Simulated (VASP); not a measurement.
# ZnAs2C (P-4m2) in VASP: notebook

ZnAs2C is run at these levels: PBEsol, r2SCAN+rVV10; tasks: single point, relaxation of cell and atoms.

All numbers are computed with VASP 6.6.1; they aren't measurements. Logs are shortened: lines on timing, memory, paths and dates and some standing lists are left out, and cuts for length are marked.

## Step 1: The cell of the first run

Symmetry: P-4m2, No. 115, tetragonal system. The conventional cell has a = 3.537 Å, b = 3.537 Å, c = 10.715 Å, α = 90.00°, β = 90.00°, γ = 90.00°. Within 3.1 Å of Zn (site symmetry 2mm) lie 4 As at 2.37 to 2.43 Å. Within 3.1 Å of As (site symmetry -4m2) lie 4 Zn at 2.37 Å. As (site symmetry 2mm) has 2 C at 2.08 Å and 2 Zn at 2.43 Å within 2.8 Å. Within 2.7 Å of As (site symmetry -4m2) lie 4 C at 2.04 Å. C (site symmetry 2mm) has 4 As at 2.04 to 2.08 Å within 2.7 Å.

## Step 2: Single point, PBEsol

INCAR

```
SYSTEM = ZnAs2C
  PREC = Accurate
  ENCUT = 600
  EDIFF = 1E-6
  ISMEAR = -1
  SIGMA = 0.03
  LREAL = .FALSE.
  LASPH = .TRUE.
  NELM = 120
  ALGO = Normal
  ISIF = 2
  LWAVE = .FALSE.
  LCHARG = .FALSE.
  GGA = PS
  NBANDS = 36
  GGA_COMPAT = .FALSE.
```

KPOINTS

```
Automatic mesh
0
G
  6 6 2
  0 0 0
```

POSCAR

```
ZnAs2C
1.0
    3.5370527602      0.0000000000      0.0000000000
    0.0000000000      3.5370527602      0.0000000000
    0.0000000000      0.0000000000     10.7153840455
Zn As C
2 4 2
Direct
    0.5000000000      0.0000000000      0.8530845635
    0.0000000000      0.5000000000      0.1469154365
    0.5000000000      0.5000000000      0.0000000000
    0.0000000000      0.0000000000      0.3018708870
    0.5000000000      0.5000000000      0.5000000000
    0.0000000000      0.0000000000      0.6981291130
    0.5000000000      0.0000000000      0.4044982819
    0.0000000000      0.5000000000      0.5955017181
```

Potentials or basis: VASP PAW PBE potentials, release 64 (Zn, As, C).

Command:

```bash
cat potpaw_PBE.64/Zn/POTCAR potpaw_PBE.64/As/POTCAR potpaw_PBE.64/C/POTCAR > POTCAR
mpirun -np 1 vasp_std > vasp.out
```

OUTCAR:

```text
SYSTEM = ZnAs2C
   PREC = Accurate
   ENCUT = 600
   EDIFF = 1E-6
   ISMEAR = -1
   LREAL = .FALSE.
   LASPH = .TRUE.
   NELM = 120
   ISIF = 2
   GGA = PS

 ion  position               nearest neighbor table
   1  0.500  0.000  0.853-   3 2.37   3 2.37   6 2.43   6 2.43
   2  0.000  0.500  0.147-   3 2.37   3 2.37   4 2.43   4 2.43
   3  0.500  0.500  0.000-   1 2.37   2 2.37   1 2.37   2 2.37
   4  0.000  0.000  0.302-   7 2.08   7 2.08   2 2.43   2 2.43
   5  0.500  0.500  0.500-   7 2.04   8 2.04   7 2.04   8 2.04
   6  0.000  0.000  0.698-   8 2.08   8 2.08   1 2.43   1 2.43
   7  0.500  0.000  0.404-   5 2.04   5 2.04   4 2.08   4 2.08
   8  0.000  0.500  0.596-   5 2.04   5 2.04   6 2.08   6 2.08

  LATTYP: Found a simple tetragonal cell.
 ALAT       =     3.5370527602
 C/A-ratio  =     3.0294668392

  Lattice vectors:

 A1 = (   3.5370527602,   0.0000000000,   0.0000000000)
 A2 = (   0.0000000000,   3.5370527602,   0.0000000000)
 A3 = (   0.0000000000,   0.0000000000,  10.7153840455)

Analysis of symmetry for initial positions (statically):
=====================================================================
 Subroutine PRICEL returns:
 Original cell was already a primitive cell.

 Routine SETGRP: Setting up the symmetry group for a
 simple tetragonal supercell.

 Subroutine GETGRP returns: Found  8 space group operations
 (whereof  8 operations were pure point group operations)
 out of a pool of 16 trial point group operations.

The static configuration has the point symmetry D_2d.

Analysis of symmetry for dynamics (positions and initial velocities):
=====================================================================
 Subroutine PRICEL returns:
 Original cell was already a primitive cell.

 Routine SETGRP: Setting up the symmetry group for a
 simple tetragonal supercell.

 Subroutine GETGRP returns: Found  8 space group operations
 (whereof  8 operations were pure point group operations)
 out of a pool of 16 trial point group operations.

The dynamic configuration has the point symmetry D_2d.

 Subroutine INISYM returns: Found  8 space group operations
 (whereof  8 operations are pure point group operations),
 and found     1 'primitive' translations

----------------------------------------------------------------------------------------

                                     Primitive cell

  volume of cell :     134.0574

  direct lattice vectors                    reciprocal lattice vectors
     3.537052760  0.000000000  0.000000000     0.282721256  0.000000000  0.000000000
     0.000000000  3.537052760  0.000000000     0.000000000  0.282721256  0.000000000
     0.000000000  0.000000000 10.715384046     0.000000000  0.000000000  0.093323767

  length of vectors
     3.537052760  3.537052760 10.715384046     0.282721256  0.282721256  0.093323767

  position of ions in fractional coordinates (direct lattice)
     0.500000000  0.000000000  0.853084563
     0.000000000  0.500000000  0.146915437
     0.500000000  0.500000000  0.000000000
     0.000000000  0.000000000  0.301870887
     0.500000000  0.500000000  0.500000000
     0.000000000  0.000000000  0.698129113
     0.500000000  0.000000000  0.404498282
     0.000000000  0.500000000  0.595501718

  ion indices of the primitive-cell ions
   primitive index   ion index
                 1           1
                 2           2
                 3           3
                 4           4
                 5           5
                 6           6
                 7           7
                 8           8

----------------------------------------------------------------------------------------

 KPOINTS: Automatic mesh

Automatic generation of k-mesh.
 Grid dimensions read from file:
 generate k-points for:    6    6    2

 Generating k-lattice:

  Cartesian coordinates                     Fractional coordinates (reciprocal lattice)
     0.047120209  0.000000000  0.000000000     0.166666667  0.000000000  0.000000000
     0.000000000  0.047120209  0.000000000     0.000000000  0.166666667  0.000000000
     0.000000000  0.000000000  0.046661883     0.000000000  0.000000000  0.500000000

  Length of vectors
     0.047120209  0.047120209  0.046661883

  Shift w.r.t. Gamma in fractional coordinates (k-lattice)
     0.000000000  0.000000000  0.000000000

 Subroutine IBZKPT returns following result:
 ===========================================

 Found     20 irreducible k-points:

 Following reciprocal coordinates:
            Coordinates               Weight
  0.000000  0.000000  0.000000      1.000000
  0.166667  0.000000  0.000000      4.000000
  0.333333  0.000000  0.000000      4.000000
  0.500000  0.000000  0.000000      2.000000
  0.166667  0.166667  0.000000      4.000000
  0.333333  0.166667  0.000000      8.000000
[... 12 lines left out ...]
  0.500000  0.333333  0.500000      4.000000
  0.500000  0.500000  0.500000      1.000000
   k-points           NKPTS =     20   k-points in BZ     NKDIM =     20   number of bands    NBANDS=     36
   number of dos      NEDOS =    301   number of ions     NIONS =      8
   total plane-waves  NPLWV =  70560
   dimension x,y,z NGX =    28 NGY =   28 NGZ =   90
   dimension x,y,z NGXF=    56 NGYF=   56 NGZF=  180
   ions per type =               2   4   2
   NGX,Y,Z   is equivalent  to a cutoff of  13.16, 13.16, 13.96 a.u.
   NGXF,Y,Z  is equivalent  to a cutoff of  26.32, 26.32, 27.93 a.u.
 SYSTEM =  ZnAs2C
   PREC   = accura    normal or accurate (medium, high low for compatibility)
   ISTART =      0    job   : 0-new  1-cont  2-samecut
   ICHARG =      2    charge: 1-file 2-atom 10-const
   ISPIN  =      1    spin polarized calculation?
   LNONCOLLINEAR =      F non collinear calculations
   LSORBIT =      F    spin-orbit coupling
   LASPH  =      T    aspherical Exc in radial PAW
   ENCUT  =  600.0 eV  44.10 Ry    6.64 a.u.   7.06  7.06 21.40*2*pi/ulx,y,z
   NELM   =    120;   NELMIN=  2; NELMDL= -5     # of ELM steps
   EDIFF  = 0.1E-05   stopping-criterion for ELM
   LREAL  =      F    real-space projection
   EDIFFG = 0.1E-04   stopping-criterion for IOM
   NSW    =      0    number of steps for IOM
   IBRION =     -1    ionic relax: 0-MD 1-quasi-New 2-CG
   NFREE  =      0    steps in history (QN), initial steepest desc. (CG)
   ISIF   =      2    stress and relaxation
   ISYM   =      2    0-nonsym 1-usesym 2-fastsym
   POTIM  = 0.5000    time-step for ionic-motion
   TEBEG  =    0.0;   TEEND  =   0.0 temperature during run
   PSTRESS=    0.0 pullay stress
   NELECT =      52.0000    total number of electrons
   NUPDOWN=      -1.0000    fix difference up-down
   EMIN   =  10.00;   EMAX   =-10.00  energy-range for DOS
   EFERMI =   0.00;   METHOD = LEGACY
   ISMEAR =    -1;   SIGMA  =   0.03  broadening in eV -4-tet -1-fermi 0-gaus
   EFERMI_NEDOS =   21; number of points for ismear=-14 and -15
   IALGO  =     38    algorithm
   IMIX   =      4    mixing-type and parameters
     AMIX     =   0.40;   BMIX     =  1.00
     AMIX_MAG =   1.60;   BMIX_MAG =  1.00
  volume/ion in A,a.u.               =      16.76       113.08
  Fermi-wavevector in a.u.,A,eV,Ry     =   1.193930  2.256201 19.394694  1.425470
  Thomas-Fermi vector in A             =   2.329933
   LORBIT       =      0    0 simple, 1 ext, 2 COOP (PROOUT), +10 PAW based schemes
   GGA     = PS    functional components
   LHFCALC =     F    Hartree Fock is set to
   AEXX    =    0.0000 exact exchange contribution
   IVDW    =     0    specifies the selected vdW correction
   LEPSILON=     F    determine dielectric tensor
   LRPA    =     F    only Hartree local field effects (RPA)
 non-spin polarized calculation
  energy-cutoff  :      600.00
  volume of cell :      134.06
 maximum number of plane-waves:      4494
   NGX = 15   NGY = 15   NGZ = 43

 number of electron      52.0000029 magnetization

 Free energy of the ion-electron system (eV)
  ---------------------------------------------------
  ext. energy  EPLUGINS =         0.00000000
  ---------------------------------------------------
  free energy    TOTEN  =       -37.92516272 eV

  energy without entropy =      -37.91754498  energy(sigma->0) =      -37.92135385

 E-fermi :   4.7778     XC(G=0): -10.4858

 val. band max:        4.7579063113   @ k =   0.3333   0.0000   0.0000
 cond. band min:       4.8383935252   @ k =   0.1667   0.0000   0.5000
 fundamental gap:      0.0804872138
 Fermi energy:         4.7778074528

 k-point     1 :       0.0000    0.0000    0.0000
  band No.  band energies     occupation
      1     -12.2785      2.00000
      2      -9.9440      2.00000
      3      -7.6850      2.00000
      4      -6.6844      2.00000
      5      -4.4981      2.00000
      6      -2.9659      2.00000
[... 28 lines left out ...]
     35       9.9227      0.00000
     36      10.3282      0.00000

 k-point     2 :       0.1667    0.0000    0.0000
  band No.  band energies     occupation
      1     -12.0126      2.00000
      2      -9.7432      2.00000
      3      -7.5350      2.00000
      4      -6.6842      2.00000
      5      -4.7812      2.00000
      6      -3.0357      2.00000
[... 28 lines left out ...]
     35       9.9956      0.00000
     36      10.1689      0.00000

 k-point     3 :       0.3333    0.0000    0.0000
  band No.  band energies     occupation
      1     -11.2532      2.00000
      2      -9.3963      2.00000
      3      -7.5939      2.00000
      4      -6.6408      2.00000
      5      -5.2089      2.00000
      6      -4.2044      2.00000
[... 28 lines left out ...]
     35       9.3555      0.00000
     36      10.5999      0.00000
[... 586 lines left out ...]
 k-point    19 :       0.5000    0.3333    0.5000
  band No.  band energies     occupation
      1      -9.3218      2.00000
      2      -8.7222      2.00000
      3      -7.1020      2.00000
      4      -6.5496      2.00000
      5      -5.8659      2.00000
      6      -5.8629      2.00000
[... 28 lines left out ...]
     35       9.6312      0.00000
     36      10.0766      0.00000

 k-point    20 :       0.5000    0.5000    0.5000
  band No.  band energies     occupation
      1      -8.2339      2.00000
      2      -7.8277      2.00000
      3      -7.8277      2.00000
      4      -7.0339      2.00000
      5      -6.7683      2.00000
      6      -5.6527      2.00000
[... 28 lines left out ...]
     35      10.6716      0.00000
     36      10.8976      0.00000

------------------------ aborting loop because EDIFF is reached ----------------------------------------

  FORCE on cell =-STRESS in cart. coord.  units (eV):
  Direction    XX          YY          ZZ          XY          YZ          ZX
  --------------------------------------------------------------------------------------
  -------------------------------------------------------------------------------------
  Total        0.4318462      0.4318462      0.4124143      0.0000000      0.0000000     -0.0000000
  in kB        5.1611779      5.1611779      4.9289392      0.0000000      0.0000000     -0.0000000
  external PRESSURE =       5.0837650 kB  Pullay stress =       0.0000000 kB

 VOLUME and BASIS-vectors are now :
 -----------------------------------------------------------------------------
  energy-cutoff  :      600.00
  volume of cell :      134.06
      direct lattice vectors                 reciprocal lattice vectors
     3.537052760  0.000000000  0.000000000     0.282721256  0.000000000  0.000000000
     0.000000000  3.537052760  0.000000000     0.000000000  0.282721256  0.000000000
     0.000000000  0.000000000 10.715384046     0.000000000  0.000000000  0.093323767

 POSITION                                       TOTAL-FORCE (eV/Angst)
 -----------------------------------------------------------------------------------
      1.76853      0.00000      9.14113         0.000000     -0.000000     -0.007541
      0.00000      1.76853      1.57426         0.000000     -0.000000      0.007541
      1.76853      1.76853      0.00000         0.000000      0.000000      0.000000
      0.00000      0.00000      3.23466         0.000000     -0.000000     -0.022474
      1.76853      1.76853      5.35769         0.000000      0.000000      0.000000
      0.00000      0.00000      7.48072         0.000000     -0.000000      0.022474
      1.76853      0.00000      4.33435         0.000000     -0.000000     -0.002569
      0.00000      1.76853      6.38103         0.000000     -0.000000      0.002569
 -----------------------------------------------------------------------------------
    total drift:                                0.000000      0.000000      0.000000

  FREE ENERGIE OF THE ION-ELECTRON SYSTEM (eV)
  ---------------------------------------------------
  free  energy   TOTEN  =       -37.9251627245 eV

  energy  without entropy=      -37.9175449788  energy(sigma->0) =      -37.92135385
```

Run time: 62 s. Hardware: 1 thread of AMD EPYC 9R45 (Zen 5), shared host; peak memory 0.28 GiB.

Results:

```
Free energy            : -37.9252 eV
Pressure               : 0.5 GPa
Largest force          : 0.022 eV/Å
Band gap on the k mesh : zero (bands 26 and 27 overlap by 0.22 eV)
```

Forces in eV/Å, atoms in the order of the input:
```
Zn   0.000  0.000 -0.008
Zn   0.000  0.000  0.008
As   0.000  0.000  0.000
As   0.000  0.000 -0.022
As   0.000  0.000  0.000
As   0.000  0.000  0.022
C    0.000  0.000 -0.003
C    0.000  0.000  0.003
```

Caveat: the PAW data sets were made with another functional, which shifts forces and pressure a little.

## Step 3: Single point, r2SCAN+rVV10

POSCAR

```
ZnAs2C
1.0
    3.5453741112      0.0000000000      0.0000000000
    0.0000000000      3.5453741112      0.0000000000
    0.0000000000      0.0000000000     10.6864613137
Zn As C
2 4 2
Direct
    0.5000000000      0.0000000000      0.8538568943
    0.0000000000      0.5000000000      0.1461431057
    0.5000000000      0.5000000000      0.0000000000
    0.0000000000      0.0000000000      0.2996632540
    0.5000000000      0.5000000000      0.5000000000
    0.0000000000      0.0000000000      0.7003367460
    0.5000000000      0.0000000000      0.4036716584
    0.0000000000      0.5000000000      0.5963283416
```

INCAR.step1

```
ALGO = Normal
EDIFF = 1E-5
ENCUT = 660
GGA = PE
GGA_COMPAT = False
ISMEAR = -1
LASPH = True
LCHARG = False
LREAL = False
LWAVE = True
NBANDS = 36
NELM = 120
PREC = Accurate
SIGMA = 0.03
```

INCAR.step2

```
ALGO = Normal
BPARAM = 11.95
CPARAM = 0.0093
EDIFF = 1E-6
ENCUT = 660
GGA_COMPAT = False
ISIF = 2
ISMEAR = -1
ISTART = 1
IVDW_NL = 2
LASPH = True
LCHARG = False
LMIXTAU = True
LREAL = False
LUSE_VDW = True
LWAVE = False
METAGGA = R2SCAN
NBANDS = 36
NELM = 120
PREC = Accurate
SIGMA = 0.03
```

KPOINTS

```
k-points
0
Gamma
  6 6 2
```

Potentials or basis: VASP PAW PBE potentials, release 64 (Zn, As, C).

Command:

```bash
cat potpaw_PBE.64/Zn/POTCAR potpaw_PBE.64/As/POTCAR potpaw_PBE.64/C/POTCAR > POTCAR
cp INCAR.step1 INCAR
mpirun -np 1 vasp_std > vasp.out
cp INCAR.step2 INCAR
mpirun -np 1 vasp_std > vasp.out
```

Wall time 5.2 min (1 thread of AMD EPYC 9R45 (Zen 5), shared host); peak memory 0.63 GiB.

It converged, with:

| Property | Result |
| --- | --- |
| Free energy | -90.4903 eV |
| Pressure | 0.3 GPa |
| Largest force | 0.010 eV/Å |
| Band gap on the k mesh | zero (bands 26 and 27 overlap by 0.18 eV) |

Forces on the atoms (eV/Å):
```
Zn   0.000  0.000  0.004
Zn   0.000  0.000 -0.004
As   0.000  0.000  0.000
As   0.000  0.000 -0.001
As   0.000  0.000  0.000
As   0.000  0.000  0.001
C    0.000  0.000  0.010
C    0.000  0.000 -0.010
```

Levels at points of the mesh, in eV from the Fermi level:
| k point | band 24 | band 25 | band 26 | band 27 | band 28 | band 29 |
| --- | --- | --- | --- | --- | --- | --- |
| (0.00, 0.00, 0.00) | -0.48 | -0.40 | -0.40 | -0.16 | 0.53 | 0.96 |
| (0.50, 0.00, 0.00) | -2.14 | -0.76 | -0.34 | 0.07 | 1.11 | 2.60 |
| (0.50, 0.50, 0.00) | -3.31 | -3.31 | -2.47 | 1.42 | 1.42 | 1.62 |
| (0.00, 0.00, 0.50) | -0.74 | -0.21 | -0.21 | 0.16 | 0.63 | 0.63 |
| (0.50, 0.00, 0.50) | -2.96 | -0.37 | 0.01 | 0.07 | 1.11 | 2.43 |
| (0.50, 0.50, 0.50) | -3.40 | -3.40 | -2.56 | 2.10 | 2.10 | 2.27 |

Caveat: the PAW data sets were made with another functional, which shifts forces and pressure a little.

(Continued in part 2 of 2.)
